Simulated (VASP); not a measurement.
# C (P6_222) in VASP: a series of runs

C is run at these levels: PBE; tasks: relaxation of cell and atoms, single point.

Everything below comes from runs of VASP 6.6.1. Logs are shortened: lines on timing, memory, paths and dates and some standing lists are left out, and cuts for length are marked.

## 1. The cell of the first run

It takes space group P6_222 (No. 180, hexagonal). Conventional cell: a = 4.212 Å, b = 4.212 Å, c = 3.574 Å, α = 90.00°, β = 90.00°, γ = 120.00°. C (site symmetry 2) has 3 C at 1.46 Å within 1.9 Å.

The cell was generated, and may not be a known phase.

## 2. Relaxation of cell and atoms, PBE

Contents of INCAR:

```
SYSTEM = C
  PREC = Accurate
  ENCUT = 600
  EDIFF = 1E-6
  ISMEAR = 0
  SIGMA = 0.1
  LREAL = .FALSE.
  LASPH = .TRUE.
  NELM = 60
  ALGO = Normal
  ISIF = 3
  LWAVE = .FALSE.
  LCHARG = .FALSE.
  GGA = PE
  IBRION = 2
  NSW = 90
  EDIFFG = -0.04
```

Contents of KPOINTS:

```
Automatic mesh
0
G
  6 6 6
  0 0 0
```

Contents of POSCAR:

```
C
1.0
    4.2123476800      0.0000000000      0.0000000000
   -2.1061738400      3.6480001000      0.0000000000
    0.0000000000      0.0000000000      3.5742953100
C
6
Direct
    0.8000000000      0.4000000000      0.1666666700
    0.6000000000      0.4000000000      0.8333333300
    0.6000000000      0.2000000000      0.5000000000
    0.2000000000      0.6000000000      0.1666666700
    0.4000000000      0.6000000000      0.8333333300
    0.4000000000      0.8000000000      0.5000000000
```

Potentials or basis: VASP PAW PBE potentials, release 64 (C).

Started as:

```
> cat potpaw_PBE.64/C/POTCAR > POTCAR
> mpirun -np 1 vasp_std > vasp.out
```

OUTCAR:

```text
SYSTEM = C
   PREC = Accurate
   ENCUT = 600
   EDIFF = 1E-6
   ISMEAR = 0
   LREAL = .FALSE.
   LASPH = .TRUE.
   NELM = 60
   ISIF = 3
   GGA = PE
   IBRION = 2
   NSW = 90
   EDIFFG = -0.04

 ion  position               nearest neighbor table
   1  0.800  0.400  0.167-   3 1.46   2 1.46   4 1.46
   2  0.600  0.400  0.833-   3 1.46   1 1.46   5 1.46
   3  0.600  0.200  0.500-   1 1.46   2 1.46   6 1.46
   4  0.200  0.600  0.167-   6 1.46   5 1.46   1 1.46
   5  0.400  0.600  0.833-   6 1.46   4 1.46   2 1.46
   6  0.400  0.800  0.500-   4 1.46   5 1.46   3 1.46

  LATTYP: Found a hexagonal cell.
 ALAT       =     4.2123476800
 C/A-ratio  =     0.8485280849

  Lattice vectors:

 A1 = (   4.2123476800,   0.0000000000,   0.0000000000)
 A2 = (  -2.1061738400,   3.6480001000,   0.0000000000)
 A3 = (   0.0000000000,   0.0000000000,   3.5742953100)

Analysis of symmetry for initial positions (statically):
=====================================================================
 Subroutine PRICEL returns:
 Original cell was already a primitive cell.

 Routine SETGRP: Setting up the symmetry group for a
 hexagonal supercell.

 Subroutine GETGRP returns: Found 12 space group operations
 (whereof  4 operations were pure point group operations)
 out of a pool of 24 trial point group operations.

The static configuration has the point symmetry D_2 .
 The point group associated with its full space group is D_6 .

Analysis of symmetry for dynamics (positions and initial velocities):
=====================================================================
 Subroutine PRICEL returns:
 Original cell was already a primitive cell.

 Routine SETGRP: Setting up the symmetry group for a
 hexagonal supercell.

 Subroutine GETGRP returns: Found 12 space group operations
 (whereof  4 operations were pure point group operations)
 out of a pool of 24 trial point group operations.

The dynamic configuration has the point symmetry D_2 .
 The point group associated with its full space group is D_6 .

 Subroutine INISYM returns: Found 12 space group operations
 (whereof  4 operations are pure point group operations),
 and found     1 'primitive' translations

----------------------------------------------------------------------------------------

                                     Primitive cell

  volume of cell :      54.9249

  direct lattice vectors                    reciprocal lattice vectors
     4.212347680  0.000000000  0.000000000     0.237397308  0.137061400  0.000000000
    -2.106173840  3.648000100  0.000000000     0.000000000  0.274122800  0.000000000
     0.000000000  0.000000000  3.574295310     0.000000000  0.000000000  0.279775428

  length of vectors
     4.212347680  4.212347680  3.574295310     0.274122799  0.274122800  0.279775428

  position of ions in fractional coordinates (direct lattice)
     0.800000000  0.400000000  0.166666670
     0.600000000  0.400000000  0.833333330
     0.600000000  0.200000000  0.500000000
     0.200000000  0.600000000  0.166666670
     0.400000000  0.600000000  0.833333330
     0.400000000  0.800000000  0.500000000

  ion indices of the primitive-cell ions
   primitive index   ion index
                 1           1
                 2           2
                 3           3
                 4           4
                 5           5
                 6           6

----------------------------------------------------------------------------------------

 KPOINTS: Automatic mesh

Automatic generation of k-mesh.
 Grid dimensions read from file:
 generate k-points for:    6    6    6

 Generating k-lattice:

  Cartesian coordinates                     Fractional coordinates (reciprocal lattice)
     0.039566218  0.022843567  0.000000000     0.166666667  0.000000000  0.000000000
     0.000000000  0.045687133  0.000000000     0.000000000  0.166666667  0.000000000
     0.000000000  0.000000000  0.046629238     0.000000000  0.000000000  0.166666667

  Length of vectors
     0.045687133  0.045687133  0.046629238

  Shift w.r.t. Gamma in fractional coordinates (k-lattice)
     0.000000000  0.000000000  0.000000000

 Subroutine IBZKPT returns following result:
 ===========================================

 Found     28 irreducible k-points:

 Following reciprocal coordinates:
            Coordinates               Weight
  0.000000  0.000000  0.000000      1.000000
  0.166667  0.000000  0.000000      6.000000
  0.333333  0.000000  0.000000      6.000000
  0.500000  0.000000  0.000000      3.000000
  0.166667  0.166667  0.000000      6.000000
  0.333333  0.166667  0.000000     12.000000
[... 16 lines left out ...]
  0.166667  0.000000  0.500000      6.000000
  0.333333  0.000000  0.500000      6.000000
 [... further k-points ...]
   k-points           NKPTS =     28   k-points in BZ     NKDIM =     28   number of bands    NBANDS=     16
   number of dos      NEDOS =    301   number of ions     NIONS =      6
   total plane-waves  NPLWV =  38880
   dimension x,y,z NGX =    36 NGY =   36 NGZ =   30
   dimension x,y,z NGXF=    72 NGYF=   72 NGZF=   60
   ions per type =               6
   NGX,Y,Z   is equivalent  to a cutoff of  14.21, 14.21, 13.95 a.u.
   NGXF,Y,Z  is equivalent  to a cutoff of  28.42, 28.42, 27.91 a.u.
 SYSTEM =  C
   PREC   = accura    normal or accurate (medium, high low for compatibility)
   ISTART =      0    job   : 0-new  1-cont  2-samecut
   ICHARG =      2    charge: 1-file 2-atom 10-const
   ISPIN  =      1    spin polarized calculation?
   LNONCOLLINEAR =      F non collinear calculations
   LSORBIT =      F    spin-orbit coupling
   LASPH  =      T    aspherical Exc in radial PAW
   ENCUT  =  600.0 eV  44.10 Ry    6.64 a.u.   8.41  8.41  7.14*2*pi/ulx,y,z
   NELM   =     60;   NELMIN=  2; NELMDL= -5     # of ELM steps
   EDIFF  = 0.1E-05   stopping-criterion for ELM
   LREAL  =      F    real-space projection
   EDIFFG = -.4E-01   stopping-criterion for IOM
   NSW    =     90    number of steps for IOM
   IBRION =      2    ionic relax: 0-MD 1-quasi-New 2-CG
   NFREE  =      1    steps in history (QN), initial steepest desc. (CG)
   ISIF   =      3    stress and relaxation
   ISYM   =      2    0-nonsym 1-usesym 2-fastsym
   POTIM  = 0.5000    time-step for ionic-motion
   TEBEG  =    0.0;   TEEND  =   0.0 temperature during run
   PSTRESS=    0.0 pullay stress
   NELECT =      24.0000    total number of electrons
   NUPDOWN=      -1.0000    fix difference up-down
   EMIN   =  10.00;   EMAX   =-10.00  energy-range for DOS
   EFERMI =   0.00;   METHOD = LEGACY
   ISMEAR =     0;   SIGMA  =   0.10  broadening in eV -4-tet -1-fermi 0-gaus
   EFERMI_NEDOS =   21; number of points for ismear=-14 and -15
   IALGO  =     38    algorithm
   IMIX   =      4    mixing-type and parameters
     AMIX     =   0.40;   BMIX     =  1.00
     AMIX_MAG =   1.60;   BMIX_MAG =  1.00
  volume/ion in A,a.u.               =       9.15        61.78
  Fermi-wavevector in a.u.,A,eV,Ry     =   1.242287  2.347583 20.997572  1.543278
  Thomas-Fermi vector in A             =   2.376648
   LORBIT       =      0    0 simple, 1 ext, 2 COOP (PROOUT), +10 PAW based schemes
   GGA     = PE    functional components
   LHFCALC =     F    Hartree Fock is set to
   AEXX    =    0.0000 exact exchange contribution
   IVDW    =     0    specifies the selected vdW correction
   LEPSILON=     F    determine dielectric tensor
   LRPA    =     F    only Hartree local field effects (RPA)
 conjugate gradient relaxation of ions
 non-spin polarized calculation
 Gauss-broadening in eV      SIGMA  =   0.10
  energy-cutoff  :      600.00
  volume of cell :       54.92
 maximum number of plane-waves:      1886
 NGX is ok and might be reduce to    36
   NGX = 17   NGY = 17   NGZ = 15

--------------------------------------- Ionic step        1  -------------------------------------------

 number of electron      23.9999998 magnetization

 Free energy of the ion-electron system (eV)
  ---------------------------------------------------
  ext. energy  EPLUGINS =         0.00000000
  ---------------------------------------------------
  free energy    TOTEN  =       -50.03075035 eV

  energy without entropy =      -50.02953712  energy(sigma->0) =      -50.03014373

------------------------ aborting loop because EDIFF is reached ----------------------------------------

  FORCE on cell =-STRESS in cart. coord.  units (eV):
  Direction    XX          YY          ZZ          XY          YZ          ZX
  --------------------------------------------------------------------------------------
  -------------------------------------------------------------------------------------
  Total       -7.6548205     -7.6548205      8.4169415      0.0000000      0.0000000     -0.0000000
  in kB     -223.2935141   -223.2935140    245.5248226      0.0000000      0.0000000     -0.0000000
  external PRESSURE =     -67.0207352 kB  Pullay stress =       0.0000000 kB
[... 265 lines left out ...]
  energy  without entropy=      -50.7962335291  energy(sigma->0) =      -50.79667957

--------------------------------------- Ionic step        8  -------------------------------------------

 number of electron      24.0000002 magnetization

 Free energy of the ion-electron system (eV)
  ---------------------------------------------------
  ext. energy  EPLUGINS =         0.00000000
  ---------------------------------------------------
  free energy    TOTEN  =       -50.80351753 eV

  energy without entropy =      -50.80260661  energy(sigma->0) =      -50.80306207

 E-fermi :   5.5270     XC(G=0): -10.6714

 val. band max:        5.0106528834   @ k =   0.0000   0.0000   0.3333
 cond. band min:       5.5784805529   @ k =   0.3333   0.3333   0.5000
 fundamental gap:      0.5678276695
 Fermi energy:         5.5270220855

 k-point     1 :       0.0000    0.0000    0.0000
  band No.  band energies     occupation
      1     -14.4078      2.00000
      2      -8.5042      2.00000
      3      -8.5042      2.00000
      4      -8.0220      2.00000
      5      -3.9832      2.00000
      6      -3.9832      2.00000
[... 8 lines left out ...]
     15       6.4298      0.00000
     16      10.8984      0.00000
[... 420 lines left out ...]
  band No.  band energies     occupation
      1     -12.2157      2.00000
      2     -11.8057      2.00000
      3      -9.4583      2.00000
      4      -7.7832      2.00000
      5      -4.8493      2.00000
      6      -3.4804      2.00000
[... 8 lines left out ...]
     15       9.2154      0.00000
     16      11.6992      0.00000

 [... further k-points ...]

------------------------ aborting loop because EDIFF is reached ----------------------------------------

  FORCE on cell =-STRESS in cart. coord.  units (eV):
  Direction    XX          YY          ZZ          XY          YZ          ZX
  --------------------------------------------------------------------------------------
  -------------------------------------------------------------------------------------
  Total       -0.0248871     -0.0248871      0.0325744     -0.0000000     -0.0000000      0.0000000
  in kB       -0.7833308     -0.7833308      1.0252915     -0.0000000     -0.0000000      0.0000000
  external PRESSURE =      -0.1804567 kB  Pullay stress =       0.0000000 kB
[... 21 lines left out ...]
  FREE ENERGIE OF THE ION-ELECTRON SYSTEM (eV)
  ---------------------------------------------------
  free  energy   TOTEN  =       -50.8035175275 eV

  energy  without entropy=      -50.8026066129  energy(sigma->0) =      -50.80306207

 reached required accuracy - stopping structural energy minimisation
```

Run time: 3.4 min. Hardware: 1 thread of AMD EPYC 7R43 (Zen 3), shared host; peak memory 0.15 GiB.

Results:

```yaml
Free_energy: -50.8035 eV
Relaxed_volume: 8.48 Å³/atom
Relaxed_cell: a = 3.939 Å, b = 3.939 Å, c = 3.788 Å, α = 90.00°, β = 90.00°, γ = 120.00°
Space_group_after_relaxing_to_0.1_Å: P6_222 (No. 180)
Energy_gained_by_relaxing: 128.8 meV/atom
Ionic_steps: 8
Pressure_after_relaxing: 0.0 GPa
Band_gap_on_the_k_mesh: zero (bands 12 and 13 overlap by 0.59 eV)
```

Forces in eV/Å, atoms in the order of the input:
```
C   -0.002 -0.001  0.000
C    0.002 -0.001  0.000
C    0.000  0.002  0.000
C    0.002  0.001  0.000
C   -0.002  0.001  0.000
C    0.000 -0.002  0.000
```

The path:
```
step  energy change (eV)  largest force (eV/Å)  pressure (GPa)  volume (Å³)
   1              0.0000                0.5297           -6.70        54.92
   2             -0.3767                3.7458            3.65        51.65
   3             -0.5677                1.7648           -2.47        52.82
   4             -0.4732                2.0071           -4.59        50.13
   5             -0.7637                0.0497           -3.65        51.63
   6             -0.7638                0.0061           -3.68        51.60
   7             -0.7664                0.0065            3.22        50.32
   8             -0.7728                0.0021           -0.02        50.90
```

Final structure:
```yaml
crystal:
  lattice:
    - [3.93933, 0.00000, 0.00000]
    - [-1.96967, 3.41156, 0.00000]
    - [0.00000, 0.00000, 3.78759]
  atoms:
    - { symbol: C, position: [0.79605, 0.39803, 0.16667] }
    - { symbol: C, position: [0.60197, 0.39803, 0.83333] }
    - { symbol: C, position: [0.60197, 0.20395, 0.50000] }
    - { symbol: C, position: [0.20395, 0.60197, 0.16667] }
    - { symbol: C, position: [0.39803, 0.60197, 0.83333] }
    - { symbol: C, position: [0.39803, 0.79605, 0.50000] }
```

Caveat: this functional lacks dispersion, which binds layers or chains, so the pressure and a relaxed spacing across them are unreliable.

## 3. Single point, PBE, collinear spin

Contents of INCAR:

```
SYSTEM = C
PREC     = Accurate       ! precision mode
ENCUT    = 520            ! plane-wave cutoff, eV
EDIFF    = 1E-6           ! SCF threshold, eV
ISMEAR   = 0              ! smearing method
SIGMA    = 0.1            ! smearing width, eV
LREAL    = .False.        ! projectors in reciprocal space
LASPH    = .True.         ! aspherical terms in the spheres
NELM     = 150            ! most SCF steps
ALGO     = Normal         ! electronic algorithm
ISIF     = 2              ! what is computed and relaxed
LWAVE    = .False.        ! write WAVECAR
LCHARG   = .True.         ! write CHGCAR
ISPIN    = 2              ! spin polarisation
MAGMOM   = 1 1 1 1 1 1    ! initial moments
LORBIT   = 11             ! projections on sites
GGA      = PE             ! functional
LELF     = .True.         ! ELF
LVHAR    = .True.       
NBANDS   = 25             ! bands
```

Contents of KPOINTS:

```
Automatic mesh
0
Gamma
  6 6 6
  0 0 0
```

POSCAR is that of step 2.

Potentials or basis: VASP PAW PBE potentials, release 64 (C).

Started as:

```
> cat potpaw_PBE.64/C/POTCAR > POTCAR
> mpirun -np 1 vasp_std > vasp.out
```

Run time: 1.7 min. Hardware: 1 thread of AMD EPYC 7R43 (Zen 3), shared host; peak memory 0.17 GiB.

It converged, with:

```
Free energy                                           : -50.0182 eV
Pressure                                              : -6.3 GPa
Largest force                                         : 0.530 eV/Å
Band gap on the k mesh                                : zero (filled and empty bands overlap)
Net moment                                            : 0.00 μB per cell
Valence electrons inside the program's atomic spheres : C 2.55
```

Forces in eV/Å, atoms in the order of the input:
```
C    0.459  0.265  0.000
C   -0.459  0.265  0.000
C    0.000 -0.530  0.000
C   -0.459 -0.265  0.000
C    0.459 -0.265  0.000
C    0.000  0.530  0.000
```

Stress tensor (GPa, compression positive):
```
-21.97   0.00   0.00
  0.00 -21.97   0.00
  0.00   0.00  25.00
```

Levels at points of the mesh, in eV from the Fermi level:
Spin up:
```csv
k point,band 8,band 9,band 10,band 11,band 12,band 13,band 14,band 15,band 16,band 17
"(0.00, 0.00, 0.00)",-8.23,-5.62,-4.29,-4.29,0.18,0.18,0.47,1.31,4.98,8.88
"(0.50, 0.00, 0.00)",-6.81,-6.41,-4.68,-3.36,-1.82,0.40,2.07,2.20,6.78,9.47
"(0.00, 0.00, 0.50)",-8.06,-6.98,-2.34,-2.34,-0.47,0.88,2.73,2.73,5.04,8.06
"(0.50, 0.00, 0.50)",-7.61,-6.14,-1.85,-1.30,-1.01,0.52,1.23,3.40,6.13,8.90
```
Spin down:
```csv
k point,band 8,band 9,band 10,band 11,band 12,band 13,band 14,band 15,band 16,band 17
"(0.00, 0.00, 0.00)",-8.23,-5.62,-4.29,-4.29,0.18,0.18,0.47,1.31,4.98,8.88
"(0.50, 0.00, 0.00)",-6.81,-6.41,-4.68,-3.36,-1.82,0.40,2.07,2.20,6.78,9.47
"(0.00, 0.00, 0.50)",-8.06,-6.98,-2.34,-2.34,-0.47,0.88,2.73,2.73,5.04,8.06
"(0.50, 0.00, 0.50)",-7.61,-6.14,-1.85,-1.30,-1.01,0.52,1.23,3.40,6.13,8.90
```

Caveat: the stress differs along the axes, from -22 to 25 GPa; this functional lacks dispersion, which binds layers or chains, so the pressure and a relaxed spacing across them are unreliable.

The gap in the log of VASP goes by the Fermi energy; the results here count the filled bands.